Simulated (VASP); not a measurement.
# KF (P6_3/mmc) in VASP: a series of runs

The runs below take KF through single point, with r2SCAN.

Program: VASP 6.6.1. These are calculated values, not measurements. Logs are shortened: lines on timing, memory, paths and dates and some standing lists are left out, and cuts for length are marked.

**1. The cell of the first run**

Symmetry: P6_3/mmc, No. 194, hexagonal system. Conventional cell: a = 4.529 Å, b = 4.529 Å, c = 5.324 Å, α = 90.00°, β = 90.00°, γ = 120.00°. K (site symmetry -6m2) has 5 F at 2.61 to 2.66 Å within 3.4 Å. Within 3.4 Å of F (site symmetry -6m2) lie 5 K at 2.61 to 2.66 Å.

**2. Single point, r2SCAN (23.64 Å³/atom)**

The input, POSCAR:

```
KF
1.0
    4.5291217388      0.0000000000      0.0000000000
   -2.2645608694      3.9223344826      0.0000000000
    0.0000000000      0.0000000000      5.3238933904
K F
2 2
Direct
    0.3333333333      0.6666666667      0.2500000000
    0.6666666667      0.3333333333      0.7500000000
    0.6666666667      0.3333333333      0.2500000000
    0.3333333333      0.6666666667      0.7500000000
```

The input, INCAR.step1:

```
SYSTEM = KF
PREC = Accurate
ENCUT = 520
ISMEAR = 0
SIGMA = 0.01
LREAL = .False.
LASPH = .True.
NELM = 60
NBANDS = 24
GGA = PE
ALGO = Normal
EDIFF = 1E-4
LWAVE = .True.
LCHARG = .False.
```

The input, INCAR.step2:

```
SYSTEM = KF
PREC = Accurate
ENCUT = 520
EDIFF = 1E-7
ISMEAR = 0
SIGMA = 0.01
LREAL = .False.
LASPH = .True.
NELM = 60
ALGO = Normal
ISIF = 2
LWAVE = .False.
LCHARG = .False.
METAGGA = R2SCAN
LMIXTAU = .True.
NBANDS = 24
ISTART = 1
```

The input, KPOINTS:

```
Automatic mesh
0
Gamma
  6 6 4
  0 0 0
```

Potentials or basis: VASP PAW PBE potentials, release 64 (K_sv, F).

Started as:

```console
$ cat potpaw_PBE.64/K_sv/POTCAR potpaw_PBE.64/F/POTCAR > POTCAR
$ cp INCAR.step1 INCAR
$ mpirun -np 1 vasp_std > vasp.out
$ cp INCAR.step2 INCAR
$ mpirun -np 1 vasp_std > vasp.out
```

OUTCAR:

```text
SYSTEM = KF
   PREC = Accurate
   ENCUT = 520
   EDIFF = 1E-7
   ISMEAR = 0
   LREAL = .False.
   LASPH = .True.
   NELM = 60
   ISIF = 2
   METAGGA = R2SCAN
   ISTART = 1

 ion  position               nearest neighbor table
   1  0.333  0.667  0.250-   3 2.61   3 2.61   3 2.61   4 2.66   4 2.66   2 3.73   2 3.73   2 3.73
                             2 3.73   2 3.73   2 3.73
   2  0.667  0.333  0.750-   4 2.61   4 2.61   4 2.61   3 2.66   3 2.66   1 3.73   1 3.73   1 3.73
                             1 3.73   1 3.73   1 3.73
   3  0.667  0.333  0.250-   1 2.61   1 2.61   1 2.61   2 2.66   2 2.66
   4  0.333  0.667  0.750-   2 2.61   2 2.61   2 2.61   1 2.66   1 2.66

  LATTYP: Found a hexagonal cell.
 ALAT       =     4.5291217388
 C/A-ratio  =     1.1754803022

  Lattice vectors:

 A1 = (   4.5291217388,   0.0000000000,   0.0000000000)
 A2 = (  -2.2645608694,   3.9223344826,   0.0000000000)
 A3 = (   0.0000000000,   0.0000000000,   5.3238933904)

Analysis of symmetry for initial positions (statically):
=====================================================================
 Subroutine PRICEL returns:
 Original cell was already a primitive cell.

 Routine SETGRP: Setting up the symmetry group for a
 hexagonal supercell.

 Subroutine GETGRP returns: Found 24 space group operations
 (whereof 12 operations were pure point group operations)
 out of a pool of 24 trial point group operations.

The static configuration has the point symmetry D_3d.
 The point group associated with its full space group is D_6h.

Analysis of symmetry for dynamics (positions and initial velocities):
=====================================================================
 Subroutine PRICEL returns:
 Original cell was already a primitive cell.

 Routine SETGRP: Setting up the symmetry group for a
 hexagonal supercell.

 Subroutine GETGRP returns: Found 24 space group operations
 (whereof 12 operations were pure point group operations)
 out of a pool of 24 trial point group operations.

The dynamic configuration has the point symmetry D_3d.
 The point group associated with its full space group is D_6h.

 Subroutine INISYM returns: Found 24 space group operations
 (whereof 12 operations are pure point group operations),
 and found     1 'primitive' translations

----------------------------------------------------------------------------------------

                                     Primitive cell

  volume of cell :      94.5775

  direct lattice vectors                    reciprocal lattice vectors
     4.529121739  0.000000000  0.000000000     0.220793359  0.127475105  0.000000000
    -2.264560869  3.922334483  0.000000000     0.000000000  0.254950210  0.000000000
     0.000000000  0.000000000  5.323893390     0.000000000  0.000000000  0.187832461

  length of vectors
     4.529121739  4.529121739  5.323893390     0.254950210  0.254950210  0.187832461

  position of ions in fractional coordinates (direct lattice)
     0.333333333  0.666666667  0.250000000
     0.666666667  0.333333333  0.750000000
     0.666666667  0.333333333  0.250000000
     0.333333333  0.666666667  0.750000000

  ion indices of the primitive-cell ions
   primitive index   ion index
                 1           1
                 2           2
                 3           3
                 4           4

----------------------------------------------------------------------------------------

 KPOINTS: Automatic mesh

Automatic generation of k-mesh.
 Grid dimensions read from file:
 generate k-points for:    6    6    4

 Generating k-lattice:

  Cartesian coordinates                     Fractional coordinates (reciprocal lattice)
     0.036798893  0.021245851  0.000000000     0.166666667  0.000000000  0.000000000
     0.000000000  0.042491702  0.000000000     0.000000000  0.166666667  0.000000000
     0.000000000  0.000000000  0.046958115     0.000000000  0.000000000  0.250000000

  Length of vectors
     0.042491702  0.042491702  0.046958115

  Shift w.r.t. Gamma in fractional coordinates (k-lattice)
     0.000000000  0.000000000  0.000000000

 Subroutine IBZKPT returns following result:
 ===========================================

 Found     21 irreducible k-points:

 Following reciprocal coordinates:
            Coordinates               Weight
  0.000000  0.000000  0.000000      1.000000
  0.166667  0.000000  0.000000      6.000000
  0.333333  0.000000  0.000000      6.000000
  0.500000  0.000000  0.000000      3.000000
  0.166667  0.166667  0.000000      6.000000
  0.333333  0.166667  0.000000     12.000000
[... 13 lines left out ...]
  0.333333  0.166667  0.500000     12.000000
  0.333333  0.333333  0.500000      2.000000
   k-points           NKPTS =     21   k-points in BZ     NKDIM =     21   number of bands    NBANDS=     24
   number of dos      NEDOS =    301   number of ions     NIONS =      4
   total plane-waves  NPLWV =  51840
   dimension x,y,z NGX =    36 NGY =   36 NGZ =   40
[... 70 lines left out ...]
 k-point     1 :       0.0000    0.0000    0.0000
  band No.  band energies     occupation
      1     -31.1794      2.00000
      2     -31.0806      2.00000
      3     -23.6967      2.00000
      4     -23.6757      2.00000
      5     -14.1456      2.00000
      6     -13.9573      2.00000
[... 16 lines left out ...]
     23       7.7480      0.00000
     24       8.8343      0.00000

 k-point     2 :       0.1667    0.0000    0.0000
  band No.  band energies     occupation
      1     -31.1703      2.00000
      2     -31.0831      2.00000
      3     -23.7067      2.00000
      4     -23.6881      2.00000
      5     -14.1162      2.00000
      6     -13.9766      2.00000
[... 16 lines left out ...]
     23       7.9035      0.00000
     24       9.0115      0.00000

 k-point     3 :       0.3333    0.0000    0.0000
  band No.  band energies     occupation
      1     -31.1488      2.00000
      2     -31.0916      2.00000
      3     -23.7258      2.00000
      4     -23.7133      2.00000
      5     -14.0415      2.00000
      6     -14.0119      2.00000
[... 16 lines left out ...]
     23       8.2583      0.00000
     24       8.2918      0.00000

 k-point     4 :       0.5000    0.0000    0.0000
  band No.  band energies     occupation
      1     -31.1334      2.00000
      2     -31.1005      2.00000
      3     -23.7346      2.00000
      4     -23.7272      2.00000
      5     -14.0285      2.00000
      6     -13.9827      2.00000
[... 16 lines left out ...]
     23       8.4526      0.00000
     24       8.5506      0.00000

 k-point     5 :       0.1667    0.1667    0.0000
  band No.  band energies     occupation
      1     -31.1548      2.00000
      2     -31.0888      2.00000
      3     -23.7213      2.00000
      4     -23.7070      2.00000
      5     -14.0633      2.00000
      6     -14.0186      2.00000
[... 16 lines left out ...]
     23       8.2617      0.00000
     24       8.4414      0.00000

 k-point     6 :       0.3333    0.1667    0.0000
  band No.  band energies     occupation
      1     -31.1334      2.00000
      2     -31.1004      2.00000
      3     -23.7345      2.00000
      4     -23.7272      2.00000
      5     -14.0625      2.00000
      6     -13.9831      2.00000
[... 16 lines left out ...]
     23       8.0647      0.00000
     24       8.7238      0.00000
[... 298 lines left out ...]
 k-point    18 :       0.5000    0.0000    0.5000
  band No.  band energies     occupation
      1     -31.1138      2.00000
      2     -31.1138      2.00000
      3     -23.7555      2.00000
      4     -23.7555      2.00000
      5     -13.9096      2.00000
      6     -13.9096      2.00000
[... 16 lines left out ...]
     23       8.3305      0.00000
     24       8.3305      0.00000

 k-point    19 :       0.1667    0.1667    0.5000
  band No.  band energies     occupation
      1     -31.1189      2.00000
      2     -31.1189      2.00000
      3     -23.7388      2.00000
      4     -23.7388      2.00000
      5     -13.9083      2.00000
      6     -13.9083      2.00000
[... 16 lines left out ...]
     23       8.6459      0.00000
     24       8.6459      0.00000

 k-point    20 :       0.3333    0.1667    0.5000
  band No.  band energies     occupation
      1     -31.1138      2.00000
      2     -31.1138      2.00000
      3     -23.7556      2.00000
      4     -23.7556      2.00000
      5     -13.9346      2.00000
      6     -13.9346      2.00000
[... 16 lines left out ...]
     23       8.3986      0.00000
     24       8.3986      0.00000

 k-point    21 :       0.3333    0.3333    0.5000
  band No.  band energies     occupation
      1     -31.1121      2.00000
      2     -31.1121      2.00000
      3     -23.7611      2.00000
      4     -23.7611      2.00000
      5     -13.9550      2.00000
      6     -13.9550      2.00000
[... 16 lines left out ...]
     23       8.3586      0.00000
     24       8.3586      0.00000

------------------------ aborting loop because EDIFF is reached ----------------------------------------

  FORCE on cell =-STRESS in cart. coord.  units (eV):
  Direction    XX          YY          ZZ          XY          YZ          ZX
  --------------------------------------------------------------------------------------
  -------------------------------------------------------------------------------------
  Total       -0.4334696     -0.4334696     -0.4986548      0.0000000     -0.0000000      0.0000000
  in kB       -7.3431308     -7.3431308     -8.4473912      0.0000000     -0.0000000      0.0000000
  external PRESSURE =      -7.7112176 kB  Pullay stress =       0.0000000 kB

 VOLUME and BASIS-vectors are now :
 -----------------------------------------------------------------------------
  energy-cutoff  :      520.00
  volume of cell :       94.58
      direct lattice vectors                 reciprocal lattice vectors
     4.529121739  0.000000000  0.000000000     0.220793359  0.127475105  0.000000000
    -2.264560869  3.922334483  0.000000000     0.000000000  0.254950210  0.000000000
     0.000000000  0.000000000  5.323893390     0.000000000  0.000000000  0.187832461

 POSITION                                       TOTAL-FORCE (eV/Angst)
 -----------------------------------------------------------------------------------
     -0.00000      2.61489      1.33097        -0.000000      0.000000      0.000000
      2.26456      1.30744      3.99292         0.000000     -0.000000     -0.000000
      2.26456      1.30744      1.33097        -0.000000     -0.000000      0.000000
     -0.00000      2.61489      3.99292         0.000000      0.000000      0.000000
 -----------------------------------------------------------------------------------
    total drift:                               -0.000000      0.000000     -0.000000

  FREE ENERGIE OF THE ION-ELECTRON SYSTEM (eV)
  ---------------------------------------------------
  free  energy   TOTEN  =       -29.6972847962 eV

  energy  without entropy=      -29.6972847962  energy(sigma->0) =      -29.69728480
```

Run time: 4.9 min. Hardware: 1 thread of Intel Xeon 8259CL, shared host; peak memory 0.25 GiB.

Results:

* Free energy: -29.6973 eV
* Pressure: -0.8 GPa
* Band gap on the k mesh: 5.87 eV

Caveat: the PAW data sets were made with another functional, which shifts forces and pressure a little.

**3. Single point, r2SCAN (24.33 Å³/atom)**

This run uses another cell than the first one, of 24.33 Å³/atom.

The input, POSCAR:

```
KF
1.0
    4.5726736580      0.0000000000      0.0000000000
   -2.2863368290      3.9600515510      0.0000000000
    0.0000000000      0.0000000000      5.3750878135
K F
2 2
Direct
    0.3333333333      0.6666666667      0.2500000000
    0.6666666667      0.3333333333      0.7500000000
    0.6666666667      0.3333333333      0.2500000000
    0.3333333333      0.6666666667      0.7500000000
```

The input, INCAR.step1:

```
PREC     = Accurate       # precision mode
ENCUT    = 520            # plane-wave cutoff, eV
ISMEAR   = 0              # smearing method
SIGMA    = 0.01           # smearing width, eV
LREAL    = False          # projectors in reciprocal space
LASPH    = True           # aspherical terms in the spheres
NELM     = 100            # most SCF steps
NBANDS   = 24             # bands
GGA      = PE             # functional
ALGO     = Normal         # electronic algorithm
EDIFF    = 1E-4           # SCF threshold, eV
LWAVE    = True           # write WAVECAR
LCHARG   = False          # write CHGCAR
```

The input, INCAR.step2:

```
PREC     = Accurate       # precision mode
ENCUT    = 520            # plane-wave cutoff, eV
EDIFF    = 1E-7           # SCF threshold, eV
ISMEAR   = 0              # smearing method
SIGMA    = 0.01           # smearing width, eV
LREAL    = False          # projectors in reciprocal space
LASPH    = True           # aspherical terms in the spheres
NELM     = 100            # most SCF steps
ALGO     = Normal         # electronic algorithm
ISIF     = 2              # what is computed and relaxed
LWAVE    = False          # write WAVECAR
LCHARG   = True           # write CHGCAR
METAGGA  = R2SCAN         # meta-GGA
LMIXTAU  = True         
LELF     = True           # ELF
LVHAR    = True         
NBANDS   = 24             # bands
ISTART   = 1
```

The input, KPOINTS:

```
Automatic mesh
0
Gamma
  6 6 4
```

Potentials or basis: VASP PAW PBE potentials, release 64 (K_sv, F).

Started as:

```console
$ cat potpaw_PBE.64/K_sv/POTCAR potpaw_PBE.64/F/POTCAR > POTCAR
$ cp INCAR.step1 INCAR
$ mpirun -np 1 vasp_std > vasp.out
$ cp INCAR.step2 INCAR
$ mpirun -np 1 vasp_std > vasp.out
```

Run time: 5.7 min. Hardware: 1 thread of Intel Xeon 8259CL, shared host; peak memory 0.25 GiB.

It converged, with:

| Property | Result |
| --- | --- |
| Free energy | -29.6813 eV |
| Pressure | -1.4 GPa |
| Band gap on the k mesh | 5.80 eV |

Stress tensor (GPa, compression positive):
```
-1.34  0.00  0.00
 0.00 -1.34  0.00
 0.00  0.00 -1.57
```

Levels at points of the mesh, in eV from the valence-band top:
```tsv
k point	band 13	band 14	band 15	band 16	band 17	band 18	band 19	band 20
(0.00, 0.00, 0.00)	-0.26	-0.26	-0.17	0.00	5.80	10.47	11.12	11.12
(0.50, 0.00, 0.00)	-0.18	-0.14	-0.10	-0.09	7.64	9.33	9.60	10.21
(0.00, 0.00, 0.50)	-0.29	-0.29	-0.29	-0.29	7.37	7.37	11.50	11.50
(0.50, 0.00, 0.50)	-0.26	-0.26	-0.16	-0.16	8.37	8.37	11.12	11.12
```

Caveat: the PAW data sets were made with another functional, which shifts forces and pressure a little. A k mesh can miss the band edges.

**4. Single point, r2SCAN**

This run uses another cell than the first one, of 22.96 Å³/atom.

The input, POSCAR:

```
KF
1.0
    4.4847157248      0.0000000000      0.0000000000
   -2.2423578624      3.8838777464      0.0000000000
    0.0000000000      0.0000000000      5.2716949957
K F
2 2
Direct
    0.3333333333      0.6666666667      0.2500000000
    0.6666666667      0.3333333333      0.7500000000
    0.6666666667      0.3333333333      0.2500000000
    0.3333333333      0.6666666667      0.7500000000
```

The input, INCAR.step1:

```
SYSTEM = KF
PREC = Accurate ; ENCUT = 520
ISMEAR = 0 ; SIGMA = 0.01
LREAL = .FALSE. ; LASPH = .TRUE.
NELM = 60 ; NBANDS = 24
GGA = PE ; ALGO = Normal
EDIFF = 1E-4 ; LWAVE = .TRUE.
LCHARG = .FALSE.
```

The input, INCAR.step2:

```
SYSTEM = KF
PREC = Accurate ; ENCUT = 520
EDIFF = 1E-6 ; ISMEAR = 0
SIGMA = 0.01 ; LREAL = .FALSE.
LASPH = .TRUE. ; NELM = 60
ALGO = Normal ; ISIF = 2
LWAVE = .FALSE. ; LCHARG = .TRUE.
METAGGA = R2SCAN ; LMIXTAU = .TRUE.
LELF = .TRUE. ; LVHAR = .TRUE.
NBANDS = 24 ; ISTART = 1
```

The input, KPOINTS:

```
Automatic mesh
0
G
  6 6 6
  0 0 0
```

Started as:

```console
$ cat potpaw_PBE.64/K_sv/POTCAR potpaw_PBE.64/F/POTCAR > POTCAR
$ cp INCAR.step1 INCAR
$ mpirun -np 1 vasp_std > vasp.out
$ cp INCAR.step2 INCAR
$ mpirun -np 1 vasp_std > vasp.out
```

Run time: 5.6 min. Hardware: 1 thread of Intel Xeon 8259CL, shared host; peak memory 0.26 GiB.

It converged, with:

| Quantity | Value |
| --- | --- |
| Free energy | -29.7009 eV |
| Pressure | 0.0 GPa |
| Band gap on the k mesh | 5.95 eV |

Levels at points of the mesh, in eV from the valence-band top:
| k point | band 13 | band 14 | band 15 | band 16 | band 17 | band 18 | band 19 | band 20 |
| --- | --- | --- | --- | --- | --- | --- | --- | --- |
| (0.00, 0.00, 0.00) | -0.30 | -0.30 | -0.15 | 0.00 | 5.95 | 10.73 | 11.27 | 11.27 |
| (0.50, 0.00, 0.00) | -0.18 | -0.12 | -0.11 | -0.08 | 7.78 | 9.45 | 9.99 | 10.32 |
| (0.00, 0.00, 0.50) | -0.33 | -0.33 | -0.33 | -0.33 | 7.58 | 7.58 | 11.73 | 11.73 |
| (0.50, 0.00, 0.50) | -0.30 | -0.30 | -0.17 | -0.17 | 8.52 | 8.52 | 11.56 | 11.56 |

Caveat: the PAW data sets were made with another functional, which shifts forces and pressure a little. A k mesh can miss the band edges.

**5. Summary**

| cell | k mesh | gap on the mesh (eV) | pressure (GPa) |
| --- | --- | --- | --- |
| a = 4.529, b = 4.529, c = 5.324 Å, angles 90.0, 90.0, 120.0°, 4 atoms | 6 × 6 × 4 | 5.87 | -0.8 |
| a = 4.573, b = 4.573, c = 5.375 Å, angles 90.0, 90.0, 120.0°, 4 atoms | 6 × 6 × 4 | 5.80 | -1.4 |
| a = 4.485, b = 4.485, c = 5.272 Å, angles 90.0, 90.0, 120.0°, 4 atoms | 6 × 6 × 6 | 5.95 | 0.0 |

Alike in all rows: task single point; level r2SCAN; potentials or basis VASP PAW PBE potentials, release 64 (K_sv, F); no spin polarisation; cutoff (eV) 520; smearing gaussian 0.01 eV.

Caveats: the PAW data sets were made with another functional, which shifts forces and pressure a little.

Absolute energies hang on the potentials; compare differences alone.
